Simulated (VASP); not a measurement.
# Pt in VASP: single point with PBE+D3(BJ)

Aim: the single point of Pt with PBE+D3(BJ).

All numbers are computed with VASP 6.6.1; they aren't measurements. Logs are shortened: lines on timing, memory, paths and dates and some standing lists are left out, and cuts for length are marked.

### 1 The cell of the first run

The cell holds a slab with vacuum, 12 atoms: a = 5.556 Å, b = 5.556 Å, c = 22.536 Å, α = 90.00°, β = 90.00°, γ = 120.00°.

### 2 Single point, PBE+D3(BJ)

File INCAR:

```
  PREC = Accurate
  ENCUT = 520
  EDIFF = 1E-6
  ISMEAR = 0
  SIGMA = 0.1
  LREAL = False
  LASPH = True
  NELM = 60
  ALGO = Normal
  ISIF = 2
  LWAVE = False
  LCHARG = False
  LDIPOL = True
  IDIPOL = 3
  DIPOL = 0.5 0.5 0.458
  GGA = PE
  IVDW = 12
  NBANDS = 72
```

File KPOINTS:

```
regular mesh
0
Gamma
  4 4 1
```

File POSCAR:

```
Pt
1.0
    5.5557316927      0.0000000000      0.0000000000
   -2.7778658463      4.8114047825      0.0000000000
    0.0000000000      0.0000000000     22.5362359316
Pt
12
Direct
    0.3333333333      0.1666666667      0.3549838591
    0.3333333333      0.6666666667      0.3549838591
    0.8333333333      0.1666666667      0.3549838591
    0.8333333333      0.6666666667      0.3549838591
    0.6582218476      0.3433317433      0.4577899156
    0.6571555373      0.8434827780      0.4561295175
    0.1580797295      0.3444025239      0.4561643793
    0.1603449194      0.8412535570      0.4617826048
   -0.0223179013      0.5354301796      0.5647996454
   -0.0227463728      0.0253700444      0.5558083966
    0.4724083957      0.5303176529      0.5598557977
    0.4671001306      0.0248101965      0.5647177605
```

Potentials or basis: VASP PAW PBE potentials, release 64 (Pt).

The run is started by

```bash
$ cat potpaw_PBE.64/Pt/POTCAR > POTCAR
$ mpirun -np 1 vasp_std > vasp.out
```

OUTCAR:

```text
PREC = Accurate
   ENCUT = 520
   EDIFF = 1E-6
   ISMEAR = 0
   LREAL = False
   LASPH = True
   NELM = 60
   ISIF = 2
   GGA = PE
   IVDW = 12
 IVDW          = 12

 ion  position               nearest neighbor table
   1  0.333  0.167  0.355-   2 2.78   2 2.78   3 2.78   3 2.78   4 2.78   4 2.78   5 2.80   7 2.84
                             8 2.87
   2  0.333  0.667  0.355-   7 2.76   6 2.76   1 2.78   1 2.78   4 2.78   4 2.78   3 2.78   3 2.78
                             8 2.93
   3  0.833  0.167  0.355-   6 2.76   7 2.77   4 2.78   4 2.78   1 2.78   1 2.78   2 2.78   2 2.78
                             5 2.87
   4  0.833  0.667  0.355-   3 2.78   3 2.78   2 2.78   2 2.78   1 2.78   1 2.78   5 2.79   6 2.84
                             8 2.88
   5  0.658  0.343  0.458-   6 2.77   7 2.77   8 2.78   8 2.78   7 2.78   6 2.78   4 2.79   1 2.80
                            12 2.86   9 2.87   3 2.87  11 2.92
   6  0.657  0.843  0.456-  10 2.73   8 2.76   3 2.76   2 2.76   7 2.77   5 2.77   5 2.78   7 2.78
                            11 2.79   8 2.80   4 2.84  12 3.03
   7  0.158  0.344  0.456-  10 2.72   8 2.76   2 2.76   3 2.77   6 2.77   5 2.77   5 2.78   6 2.78
                            11 2.79   8 2.80   1 2.84   9 3.03
   8  0.160  0.841  0.462-   9 2.75  12 2.75   6 2.76   7 2.76  10 2.76   5 2.78   5 2.78   7 2.80
                             6 2.80   1 2.87   4 2.88   2 2.93
   9  0.978  0.535  0.565-  12 2.72  10 2.73   8 2.75  11 2.77  11 2.80  12 2.84  10 2.84   5 2.87
                             7 3.03
  10  0.977  0.025  0.556-   7 2.72   6 2.73  12 2.73   9 2.73   8 2.76  11 2.78  11 2.78   9 2.84
                            12 2.84
  11  0.472  0.530  0.560-  12 2.76   9 2.77  10 2.78  10 2.78   6 2.79   7 2.79   9 2.80  12 2.80
                             5 2.92
  12  0.467  0.025  0.565-   9 2.72  10 2.73   8 2.75  11 2.76  11 2.80   9 2.84  10 2.84   5 2.86
                             6 3.03

  LATTYP: Found a hexagonal cell.
 ALAT       =     5.5557316927
 C/A-ratio  =     4.0563938610

  Lattice vectors:

 A1 = (   5.5557316927,   0.0000000000,   0.0000000000)
 A2 = (  -2.7778658463,   4.8114047825,   0.0000000000)
 A3 = (   0.0000000000,   0.0000000000,  22.5362359316)

Analysis of symmetry for initial positions (statically):
=====================================================================
 Subroutine PRICEL returns:
 Original cell was already a primitive cell.

 Routine SETGRP: Setting up the symmetry group for a
 hexagonal supercell.

 Subroutine GETGRP returns: Found  1 space group operations
 (whereof  1 operations were pure point group operations)
 out of a pool of 24 trial point group operations.

The static configuration has the point symmetry C_1 .

Analysis of symmetry for dynamics (positions and initial velocities):
=====================================================================
 Subroutine PRICEL returns:
 Original cell was already a primitive cell.

 Routine SETGRP: Setting up the symmetry group for a
 hexagonal supercell.

 Subroutine GETGRP returns: Found  1 space group operations
 (whereof  1 operations were pure point group operations)
 out of a pool of 24 trial point group operations.

The dynamic configuration has the point symmetry C_1 .

 Subroutine INISYM returns: Found  1 space group operations
 (whereof  1 operations are pure point group operations),
 and found     1 'primitive' translations

----------------------------------------------------------------------------------------

                                     Primitive cell

  volume of cell :     602.4133

  direct lattice vectors                    reciprocal lattice vectors
     5.555731693  0.000000000  0.000000000     0.179994293  0.103919754  0.000000000
    -2.777865846  4.811404783  0.000000000     0.000000000  0.207839507  0.000000000
     0.000000000  0.000000000 22.536235932     0.000000000  0.000000000  0.044372982

  length of vectors
     5.555731693  5.555731693 22.536235932     0.207839507  0.207839507  0.044372982

  position of ions in fractional coordinates (direct lattice)
     0.333333333  0.166666667  0.354983859
     0.333333333  0.666666667  0.354983859
     0.833333333  0.166666667  0.354983859
     0.833333333  0.666666667  0.354983859
     0.658221848  0.343331743  0.457789916
     0.657155537  0.843482778  0.456129518
     0.158079730  0.344402524  0.456164379
     0.160344919  0.841253557  0.461782605
     0.977682099  0.535430180  0.564799645
     0.977253627  0.025370044  0.555808397
     0.472408396  0.530317653  0.559855798
     0.467100131  0.024810196  0.564717761

  ion indices of the primitive-cell ions
   primitive index   ion index
                 1           1
                 2           2
                 3           3
                 4           4
                 5           5
                 6           6
                 7           7
                 8           8
                 9           9
                10          10
                11          11
                12          12

----------------------------------------------------------------------------------------

 KPOINTS: regular mesh

Automatic generation of k-mesh.
 Grid dimensions read from file:
 generate k-points for:    4    4    1

 Generating k-lattice:

  Cartesian coordinates                     Fractional coordinates (reciprocal lattice)
     0.044998573  0.025979938  0.000000000     0.250000000  0.000000000  0.000000000
     0.000000000  0.051959877  0.000000000     0.000000000  0.250000000  0.000000000
     0.000000000  0.000000000  0.044372982     0.000000000  0.000000000  1.000000000

  Length of vectors
     0.051959877  0.051959877  0.044372982

  Shift w.r.t. Gamma in fractional coordinates (k-lattice)
     0.000000000  0.000000000  0.000000000

 Subroutine IBZKPT returns following result:
 ===========================================

 Found     10 irreducible k-points:

 Following reciprocal coordinates:
            Coordinates               Weight
  0.000000  0.000000  0.000000      1.000000
  0.250000 -0.000000  0.000000      2.000000
  0.000000  0.250000  0.000000      2.000000
 -0.250000  0.250000  0.000000      2.000000
  0.500000 -0.000000  0.000000      1.000000
  0.000000  0.500000  0.000000      1.000000
  0.500000  0.500000  0.000000      1.000000
  0.250000  0.250000  0.000000      2.000000
 -0.250000  0.500000  0.000000      2.000000
  0.500000  0.250000  0.000000      2.000000
   k-points           NKPTS =     10   k-points in BZ     NKDIM =     10   number of bands    NBANDS=     72
   number of dos      NEDOS =    301   number of ions     NIONS =     12
   total plane-waves  NPLWV = 296352
   dimension x,y,z NGX =    42 NGY =   42 NGZ =  168
   dimension x,y,z NGXF=    84 NGYF=   84 NGZF=  336
   ions per type =              12
   NGX,Y,Z   is equivalent  to a cutoff of  12.57, 12.57, 12.39 a.u.
   NGXF,Y,Z  is equivalent  to a cutoff of  25.14, 25.14, 24.79 a.u.
 SYSTEM =  unknown system
   PREC   = accura    normal or accurate (medium, high low for compatibility)
   ISTART =      0    job   : 0-new  1-cont  2-samecut
   ICHARG =      2    charge: 1-file 2-atom 10-const
   ISPIN  =      1    spin polarized calculation?
   LNONCOLLINEAR =      F non collinear calculations
   LSORBIT =      F    spin-orbit coupling
   LASPH  =      T    aspherical Exc in radial PAW
   ENCUT  =  520.0 eV  38.22 Ry    6.18 a.u.  10.33 10.33 41.90*2*pi/ulx,y,z
   NELM   =     60;   NELMIN=  2; NELMDL= -5     # of ELM steps
   EDIFF  = 0.1E-05   stopping-criterion for ELM
   LREAL  =      F    real-space projection
   EDIFFG = 0.1E-04   stopping-criterion for IOM
   NSW    =      0    number of steps for IOM
   IBRION =     -1    ionic relax: 0-MD 1-quasi-New 2-CG
   NFREE  =      0    steps in history (QN), initial steepest desc. (CG)
   ISIF   =      2    stress and relaxation
   ISYM   =      2    0-nonsym 1-usesym 2-fastsym
   POTIM  = 0.5000    time-step for ionic-motion
   TEBEG  =    0.0;   TEEND  =   0.0 temperature during run
   PSTRESS=    0.0 pullay stress
   NELECT =     120.0000    total number of electrons
   NUPDOWN=      -1.0000    fix difference up-down
   EMIN   =  10.00;   EMAX   =-10.00  energy-range for DOS
   EFERMI =   0.00;   METHOD = LEGACY
   ISMEAR =     0;   SIGMA  =   0.10  broadening in eV -4-tet -1-fermi 0-gaus
   EFERMI_NEDOS =   21; number of points for ismear=-14 and -15
   IALGO  =     38    algorithm
   IMIX   =      4    mixing-type and parameters
     AMIX     =   0.40;   BMIX     =  1.00
     AMIX_MAG =   1.60;   BMIX_MAG =  1.00
  volume/ion in A,a.u.               =      50.20       338.77
  Fermi-wavevector in a.u.,A,eV,Ry     =   0.956101  1.806769 12.437480  0.914129
  Thomas-Fermi vector in A             =   2.084999
   LORBIT       =      0    0 simple, 1 ext, 2 COOP (PROOUT), +10 PAW based schemes
   GGA     = PE    functional components
   LHFCALC =     F    Hartree Fock is set to
   AEXX    =    0.0000 exact exchange contribution
   IVDW    =    12    specifies the selected vdW correction
   LEPSILON=     F    determine dielectric tensor
   LRPA    =     F    only Hartree local field effects (RPA)
 non-spin polarized calculation
 Gauss-broadening in eV      SIGMA  =   0.10
  energy-cutoff  :      520.00
  volume of cell :      602.41
 maximum number of plane-waves:     16253
 NGX is ok and might be reduce to    42
   NGX = 21   NGY = 21   NGZ = 83

 dipolmoment           0.000000      0.000000      0.001968 electrons x Angstroem

 number of electron     120.0000006 magnetization

 dipolmoment           0.000000      0.000000     -0.002188 electrons x Angstroem

 Free energy of the ion-electron system (eV)
  ---------------------------------------------------
  ext. energy  EPLUGINS =         0.00000000
  ---------------------------------------------------
  free energy    TOTEN  =       -68.01739009 eV

  energy without entropy =      -67.89945125  energy(sigma->0) =      -67.95842067

 E-fermi :  -0.6594     XC(G=0):  -4.9304

 val. band max:       -0.6640945703   @ k =   0.2500   0.2500   0.0000
 cond. band min:      -0.6558872606   @ k =   0.2500   0.2500   0.0000
 fundamental gap:      0.0082073097
 Fermi energy:        -0.6593556046

 k-point     1 :       0.0000    0.0000    0.0000
  band No.  band energies     occupation
      1      -9.6302      2.00000
      2      -7.9911      2.00000
      3      -7.4640      2.00000
      4      -7.0253      2.00000
      5      -6.9918      2.00000
      6      -6.9531      2.00000
[... 64 lines left out ...]
     71       2.2423      0.00000
     72       2.2761      0.00000

 k-point     2 :       0.2500   -0.0000    0.0000
  band No.  band energies     occupation
      1      -9.0953      2.00000
      2      -7.4581      2.00000
      3      -7.0136      2.00000
      4      -6.9503      2.00000
      5      -6.6358      2.00000
      6      -6.6123      2.00000
[... 64 lines left out ...]
     71       2.3501      0.00000
     72       3.8609      0.00000

 k-point     3 :       0.0000    0.2500    0.0000
  band No.  band energies     occupation
      1      -9.0952      2.00000
      2      -7.4580      2.00000
      3      -7.0118      2.00000
      4      -6.9495      2.00000
      5      -6.6361      2.00000
      6      -6.6123      2.00000
[... 514 lines left out ...]
     71       3.9433      0.00000
     72       4.0409      0.00000

 k-point    10 :       0.5000    0.2500    0.0000
  band No.  band energies     occupation
      1      -8.1583      2.00000
      2      -6.9644      2.00000
      3      -6.8977      2.00000
      4      -6.5856      2.00000
      5      -6.2234      2.00000
      6      -6.1503      2.00000
[... 64 lines left out ...]
     71       3.9422      0.00000
     72       4.0416      0.00000

------------------------ aborting loop because EDIFF is reached ----------------------------------------

 vacuum level on the upper side and lower side of the slab       (xc-potential included)        -0.133        -0.106

 Edisp (eV)   -6.09018

 E8    (eV) :    -2.9183

  FORCE on cell =-STRESS in cart. coord.  units (eV):
  Direction    XX          YY          ZZ          XY          YZ          ZX
  --------------------------------------------------------------------------------------
  -------------------------------------------------------------------------------------
  Total     -18.72782   -19.04846    -1.61771    -0.30283    -0.12422     0.15520
  in kB     -49.80848   -50.66124    -4.30247    -0.80540    -0.33039     0.41277
  external pressure =      -34.92 kB  Pullay stress =        0.00 kB

 VOLUME and BASIS-vectors are now :
 -----------------------------------------------------------------------------
  energy-cutoff  :      520.00
  volume of cell :      602.41
      direct lattice vectors                 reciprocal lattice vectors
     5.555731693  0.000000000  0.000000000     0.179994293  0.103919754  0.000000000
    -2.777865846  4.811404783  0.000000000     0.000000000  0.207839507  0.000000000
     0.000000000  0.000000000 22.536235932     0.000000000  0.000000000  0.044372982

 POSITION                                       TOTAL-FORCE (eV/Angst)
 -----------------------------------------------------------------------------------
      1.38893      0.80190      8.00000         0.039707     -0.170760      0.130906
     -0.00000      3.20760      8.00000        -0.134149      0.079152      0.126509
      4.16680      0.80190      8.00000        -0.021380      0.018050     -0.074523
      2.77787      3.20760      8.00000         0.170035      0.053169      0.129782
      2.70317      1.65191     10.31686         0.038394     -0.022090      0.367673
      1.30790      4.05834     10.27944        -0.081862     -0.009551      0.219773
     -0.07846      1.65706     10.28023        -0.036635      0.075378      0.211064
     -1.44606      4.04761     10.40684        -0.056957      0.028324     -0.893289
      3.94439      2.57617     12.72846        -0.084793     -0.645059     -0.276552
      5.35888      0.12207     12.52583        -0.484877      0.275963      0.491627
      1.15142      2.55157     12.61704         0.135160     -0.081667     -0.161632
      2.52616      0.11937     12.72661         0.517357      0.399092     -0.271337
 -----------------------------------------------------------------------------------
    total drift:                               -0.000114     -0.000011      0.000495

  FREE ENERGIE OF THE ION-ELECTRON SYSTEM (eV)
  ---------------------------------------------------
  free  energy   TOTEN  =       -74.1075745525 eV

  energy  without entropy=      -73.9896357109  energy(sigma->0) =      -74.04860513

 vacuum level on the upper side and lower side of the slab         4.878         4.901
```

Wall time 31 min (1 thread of AMD EPYC 7R43 (Zen 3), shared host); peak memory 0.68 GiB.

What came out:

```yaml
Free_energy: -74.1076 eV
Largest_force: 0.896 eV/Å
Band_gap_on_the_k_mesh: zero (bands 60 and 61 overlap by 0.66 eV)
Dispersion_energy_per_atom: -0.508 eV
```

Forces in eV/Å, atoms in the order of the input:
```
Pt   0.040 -0.171  0.131
Pt  -0.134  0.079  0.127
Pt  -0.021  0.018 -0.075
Pt   0.170  0.053  0.130
Pt   0.038 -0.022  0.368
Pt  -0.082 -0.010  0.220
Pt  -0.037  0.075  0.211
Pt  -0.057  0.028 -0.893
Pt  -0.085 -0.645 -0.277
Pt  -0.485  0.276  0.492
Pt   0.135 -0.082 -0.162
Pt   0.517  0.399 -0.271
```

Levels at points of the mesh, in eV from the Fermi level:
```
           k point  band 58  band 59  band 60  band 61  band 62  band 63
(0.00, 0.00, 0.00)     0.51     0.52     0.58     0.59     0.60     0.63
(0.50, 0.00, 0.00)    -0.57    -0.19    -0.17    -0.05    -0.04     0.30
(0.00, 0.50, 0.00)    -0.57    -0.19    -0.17    -0.05    -0.04     0.31
(0.50, 0.50, 0.00)    -0.50    -0.10    -0.09     0.02     0.10     0.21
```

Caveat: spin-orbit coupling is left out, which moves the levels of the heavy elements.
